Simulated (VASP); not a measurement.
Input of a VASP 6.6.1 run:

The input INCAR:

```
  PREC = Accurate
  ENCUT = 600
  EDIFF = 1E-6
  ISMEAR = 0
  SIGMA = 0.1
  LREAL = False
  LASPH = True
  NELM = 100
  ALGO = Normal
  ISIF = 3
  LWAVE = False
  LCHARG = False
  GGA = PS
  IBRION = 2
  NSW = 80
  EDIFFG = -0.05
```

File KPOINTS:

```
Automatic mesh
0
Gamma
  12 12 4
```

File POSCAR:

```
GeN
1.0
    2.6836707382      0.0000000000      0.0000000000
   -1.3418353691      2.3241270347      0.0000000000
    0.0000000000      0.0000000000      4.6148604317
Ge N
2 2
Direct
    0.6666666667      0.3333333333      0.7500035661
    0.3333333333      0.6666666667      0.2499964339
    0.0000000000      0.0000000000      0.0000000000
    0.0000000000      0.0000000000      0.5000000000
```

Potentials or basis: VASP PAW PBE potentials, release 64 (Ge_d, N).

Run with:

```bash
$ cat potpaw_PBE.64/Ge_d/POTCAR potpaw_PBE.64/N/POTCAR > POTCAR
$ mpirun -np 1 vasp_std > vasp.out
```

(1) Predict the space group after relaxing (to 0.05 Å).

(2) Predict the band gap on the k mesh.

Answers

(1) P6_3/mmc (No. 194).

(2) zero (band 19 reaches 10.65 eV, above the bottom of band 20 at 7.52 eV).
